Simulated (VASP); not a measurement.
## CdS: relaxation of cell and atoms with PBEsol

Crystal: CdS.

```xyz
4
Lattice="4.1239 0.0000 0.0000 -2.0619 3.5714 0.0000 0.0000 0.0000 6.7097" Properties=species:S:1:pos:R:3 pbc="T T T"
Cd    0.0000    2.3809   -0.0052
Cd    2.0619    1.1905    3.3496
S     0.0000    2.3809    2.5213
S     2.0619    1.1905    5.8762
```

```json
{"Program": "VASP 6.6.1", "Task": "relaxation of cell and atoms", "Functional": "PBEsol", "Potentials or basis": "VASP PAW PBE potentials, release 64 (Cd, S)", "Cutoff": "600 eV", "k mesh": "6 × 6 × 4", "Occupations": "gaussian, width 0.01 eV", "Spin": "no spin polarisation", "Target pressure": "2 GPa", "Dipole correction": "no", "Further INCAR settings": "ALGO = Normal; EDIFF = 1e-07; IBRION = 2; EDIFFG = -0.002; NSW = 100; ISIF = 3"}
```

| Quantity | Value |
| --- | --- |
| Relaxed volume | 24.11 Å³/atom |
| Relaxed cell | a = 4.090 Å, b = 4.090 Å, c = 6.655 Å, α = 90.00°, β = 90.00°, γ = 120.00° |
| Space group after relaxing (to 0.1 Å) | P6_3mc (No. 186) |
| Energy change on relaxing (the run minimises the enthalpy) | +4.4 meV/atom |
| Ionic steps | 10 |
| Pressure after relaxing | 2.0 GPa |
| Band gap on the k mesh | 1.15 eV |

Step by step:
| step | energy change (eV) | largest force (eV/Å) | pressure (GPa) | volume (Å³) |
| --- | --- | --- | --- | --- |
| 1 | 0.0000 | 0.0023 | 0.38 | 98.82 |
| 2 | 0.0347 | 0.0029 | 2.87 | 95.29 |
| 3 | 0.0174 | 0.0026 | 2.00 | 96.43 |
| 4 | 0.0168 | 0.0026 | 1.97 | 96.48 |
| 5 | 0.0169 | 0.0012 | 1.97 | 96.48 |
| 6 | 0.0169 | 0.0004 | 1.97 | 96.48 |
| 7 | 0.0170 | 0.0001 | 1.98 | 96.47 |
| 8 | 0.0172 | 0.0004 | 1.99 | 96.45 |
| 9 | 0.0177 | 0.0014 | 2.02 | 96.41 |
| 10 | 0.0174 | 0.0008 | 2.00 | 96.43 |

Final structure:
```yaml
crystal:
  lattice:
    - [4.09041, 0.00000, 0.00000]
    - [-2.04521, 3.54240, 0.00000]
    - [0.00000, 0.00000, 6.65523]
  atoms:
    - { symbol: Cd, position: [0.33333, 0.66667, 0.99927] }
    - { symbol: Cd, position: [0.66667, 0.33333, 0.49927] }
    - { symbol: S, position: [0.33333, 0.66667, 0.37573] }
    - { symbol: S, position: [0.66667, 0.33333, 0.87573] }
```

Levels at points of the mesh, in eV from the valence-band top:
| k point | band 15 | band 16 | band 17 | band 18 | band 19 | band 20 | band 21 | band 22 |
| --- | --- | --- | --- | --- | --- | --- | --- | --- |
| (0.00, 0.00, 0.00) | -0.82 | -0.05 | 0.00 | 0.00 | 1.15 | 2.71 | 6.37 | 6.37 |
| (0.50, 0.00, 0.00) | -2.85 | -2.02 | -1.41 | -0.82 | 3.69 | 3.75 | 4.96 | 6.42 |
| (0.00, 0.00, 0.50) | -0.42 | -0.42 | -0.42 | -0.42 | 2.81 | 2.81 | 6.10 | 6.10 |
| (0.50, 0.00, 0.50) | -1.45 | -1.45 | -1.43 | -1.43 | 3.36 | 3.36 | 5.28 | 5.28 |

Run time: 9.3 min on 1 thread of Intel Xeon 8259CL, on a shared host, peak memory 0.29 GiB.

Caveat: the cell is relaxed towards a set pressure, so the run minimises the enthalpy, not the energy; the PAW data sets were made with another functional, which shifts forces and pressure a little.
